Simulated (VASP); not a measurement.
# BeS (gw) (F-43m) in VASP: single point with PBEsol

Aim: the single point of BeS (gw) with PBEsol.

Program: VASP 6.6.1. These are calculated values, not measurements. Logs are shortened: lines on timing, memory, paths and dates and some standing lists are left out, and cuts for length are marked.

## 1. The cell of the first run

It takes space group F-43m (No. 216, cubic). The conventional cell has a = 4.789 Å, b = 4.789 Å, c = 4.789 Å, α = 90.00°, β = 90.00°, γ = 90.00°. Within 2.7 Å of Be (site symmetry -43m) lie 4 S at 2.07 Å. Within 2.7 Å of S (site symmetry -43m) lie 4 Be at 2.07 Å.

## 2. Single point, PBEsol

The input, INCAR:

```
PREC = Accurate ; ENCUT = 600
EDIFF = 1E-6 ; ISMEAR = 0
SIGMA = 0.01 ; LREAL = F
LASPH = T ; NELM = 120
ALGO = Normal ; ISIF = 2
LWAVE = F ; LCHARG = F
GGA = PS ; NBANDS = 11
GGA_COMPAT = F
```

The input, KPOINTS:

```
Automatic mesh
0
Gamma
  4 4 4
```

The input, POSCAR:

```
BeS
1.0
    0.0000000000      2.3946769380      2.3946769380
    2.3946769380      0.0000000000      2.3946769380
    2.3946769380      2.3946769380      0.0000000000
Be S
1 1
Direct
    0.0000000000      0.0000000000      0.0000000000
    0.2500000000      0.2500000000      0.2500000000
```

Potentials or basis: VASP PAW PBE potentials, release 64 (Be, S).

On the command line:

```
$ cat potpaw_PBE.64/Be/POTCAR potpaw_PBE.64/S/POTCAR > POTCAR
$ mpirun -np 1 vasp_std > vasp.out
```

OUTCAR:

```text
PREC = Accurate
   ENCUT = 600
   EDIFF = 1E-6
   ISMEAR = 0
   LREAL = F
   LASPH = T
   NELM = 120
   ISIF = 2
   GGA = PS

 ion  position               nearest neighbor table
   1  0.000  0.000  0.000-   2 2.07   2 2.07   2 2.07   2 2.07
   2  0.250  0.250  0.250-   1 2.07   1 2.07   1 2.07   1 2.07

  LATTYP: Found a face centered cubic cell.
 ALAT       =     4.7893538760

  Lattice vectors:

 A1 = (   0.0000000000,   2.3946769380,   2.3946769380)
 A2 = (   2.3946769380,   0.0000000000,   2.3946769380)
 A3 = (   2.3946769380,   2.3946769380,   0.0000000000)

Analysis of symmetry for initial positions (statically):
=====================================================================
 Subroutine PRICEL returns:
 Original cell was already a primitive cell.

 Routine SETGRP: Setting up the symmetry group for a
 face centered cubic supercell.

 Subroutine GETGRP returns: Found 24 space group operations
 (whereof 24 operations were pure point group operations)
 out of a pool of 48 trial point group operations.

The static configuration has the point symmetry T_d .

Analysis of symmetry for dynamics (positions and initial velocities):
=====================================================================
 Subroutine PRICEL returns:
 Original cell was already a primitive cell.

 Routine SETGRP: Setting up the symmetry group for a
 face centered cubic supercell.

 Subroutine GETGRP returns: Found 24 space group operations
 (whereof 24 operations were pure point group operations)
 out of a pool of 48 trial point group operations.

The dynamic configuration has the point symmetry T_d .

 Subroutine INISYM returns: Found 24 space group operations
 (whereof 24 operations are pure point group operations),
 and found     1 'primitive' translations

----------------------------------------------------------------------------------------

                                     Primitive cell

  volume of cell :      27.4644

  direct lattice vectors                    reciprocal lattice vectors
     0.000000000  2.394676938  2.394676938    -0.208796432  0.208796432  0.208796432
     2.394676938  0.000000000  2.394676938     0.208796432 -0.208796432  0.208796432
     2.394676938  2.394676938  0.000000000     0.208796432  0.208796432 -0.208796432

  length of vectors
     3.386584603  3.386584603  3.386584603     0.361646028  0.361646028  0.361646028

  position of ions in fractional coordinates (direct lattice)
     0.000000000  0.000000000  0.000000000
     0.250000000  0.250000000  0.250000000

[... 67 lines left out ...]
   POTIM  = 0.5000    time-step for ionic-motion
   TEBEG  =    0.0;   TEEND  =   0.0 temperature during run
   PSTRESS=    0.0 pullay stress
   NELECT =       8.0000    total number of electrons
   NUPDOWN=      -1.0000    fix difference up-down
   EMIN   =  10.00;   EMAX   =-10.00  energy-range for DOS
   EFERMI =   0.00;   METHOD = LEGACY
   ISMEAR =     0;   SIGMA  =   0.01  broadening in eV -4-tet -1-fermi 0-gaus
   EFERMI_NEDOS =   21; number of points for ismear=-14 and -15
   IALGO  =     38    algorithm
   IMIX   =      4    mixing-type and parameters
     AMIX     =   0.40;   BMIX     =  1.00
     AMIX_MAG =   1.60;   BMIX_MAG =  1.00
  volume/ion in A,a.u.               =      13.73        92.67
  Fermi-wavevector in a.u.,A,eV,Ry     =   1.085212  2.050753 16.023377  1.177685
  Thomas-Fermi vector in A             =   2.221320
   LORBIT       =      0    0 simple, 1 ext, 2 COOP (PROOUT), +10 PAW based schemes
   GGA     = PS    functional components
   LHFCALC =     F    Hartree Fock is set to
   AEXX    =    0.0000 exact exchange contribution
   IVDW    =     0    specifies the selected vdW correction
   LEPSILON=     F    determine dielectric tensor
   LRPA    =     F    only Hartree local field effects (RPA)
 non-spin polarized calculation
 Gauss-broadening in eV      SIGMA  =   0.01
  energy-cutoff  :      600.00
  volume of cell :       27.46
 maximum number of plane-waves:       941
   NGX = 13   NGY = 13   NGZ = 13

 number of electron       8.0000001 magnetization

 Free energy of the ion-electron system (eV)
  ---------------------------------------------------
  ext. energy  EPLUGINS =         0.00000000
  ---------------------------------------------------
  free energy    TOTEN  =       -10.49752779 eV

  energy without entropy =      -10.49752779  energy(sigma->0) =      -10.49752779

 E-fermi :   4.6893     XC(G=0): -10.0474

 val. band max:        4.5681238106   @ k =   0.0000   0.0000   0.0000
 cond. band min:       7.3912131241   @ k =   0.5000   0.5000   0.0000
 fundamental gap:      2.8230893134
 Fermi energy:         4.6893429030

 k-point     1 :       0.0000    0.0000    0.0000
  band No.  band energies     occupation
      1      -9.4141      2.00000
      2       4.5681      2.00000
      3       4.5681      2.00000
      4       4.5681      2.00000
      5      10.1410      0.00000
      6      10.1410      0.00000
      7      10.1410      0.00000
      8      10.5871      0.00000
      9      17.4254      0.00000
     10      17.4254      0.00000
     11      19.5183      0.00000
[... 85 lines left out ...]
 k-point     8 :      -0.2500    0.5000    0.2500
  band No.  band energies     occupation
      1      -7.0146      2.00000
      2       0.1296      2.00000
      3       0.4209      2.00000
      4       0.9627      2.00000
      5      10.9176      0.00000
      6      12.5327      0.00000
      7      13.0376      0.00000
      8      13.6040      0.00000
      9      19.1518      0.00000
     10      19.2794      0.00000
     11      21.9560      0.00000

------------------------ aborting loop because EDIFF is reached ----------------------------------------

  FORCE on cell =-STRESS in cart. coord.  units (eV):
  Direction    XX          YY          ZZ          XY          YZ          ZX
  --------------------------------------------------------------------------------------
  -------------------------------------------------------------------------------------
  Total        0.6788730      0.6788730      0.6788730      0.0000000      0.0000000      0.0000000
  in kB       39.6030197     39.6030197     39.6030197      0.0000000      0.0000000      0.0000000
  external PRESSURE =      39.6030197 kB  Pullay stress =       0.0000000 kB

 VOLUME and BASIS-vectors are now :
 -----------------------------------------------------------------------------
  energy-cutoff  :      600.00
  volume of cell :       27.46
      direct lattice vectors                 reciprocal lattice vectors
     0.000000000  2.394676938  2.394676938    -0.208796432  0.208796432  0.208796432
     2.394676938  0.000000000  2.394676938     0.208796432 -0.208796432  0.208796432
     2.394676938  2.394676938  0.000000000     0.208796432  0.208796432 -0.208796432

 POSITION                                       TOTAL-FORCE (eV/Angst)
 -----------------------------------------------------------------------------------
      0.00000      0.00000      0.00000         0.000000      0.000000     -0.000000
      1.19734      1.19734      1.19734        -0.000000     -0.000000      0.000000
 -----------------------------------------------------------------------------------
    total drift:                               -0.000000     -0.000000     -0.000000

  FREE ENERGIE OF THE ION-ELECTRON SYSTEM (eV)
  ---------------------------------------------------
  free  energy   TOTEN  =       -10.4975277900 eV

  energy  without entropy=      -10.4975277900  energy(sigma->0) =      -10.49752779
```

Wall time 7.4 s (1 thread of Intel Xeon 8259CL, shared host); peak memory 0.15 GiB.

Results:

| Quantity | Value |
| --- | --- |
| Free energy | -10.4975 eV |
| Pressure | 4.0 GPa |
| Band gap on the k mesh | 2.82 eV, indirect (least direct gap 5.57 eV) |

Levels at points of the mesh, in eV from the valence-band top:
```csv
k point,band 2,band 3,band 4,band 5,band 6,band 7
"(0.00, 0.00, 0.00)",0.00,0.00,0.00,5.57,5.57,5.57
"(0.50, 0.00, 0.00)",-6.13,-1.10,-1.10,5.50,6.45,6.45
"(0.50, 0.50, 0.00)",-5.28,-2.81,-2.81,2.82,4.76,13.04
```

Caveat: the k points lie up to 0.57 Å⁻¹ apart; the PAW data sets were made with another functional, which shifts forces and pressure a little. A k mesh can miss the band edges.
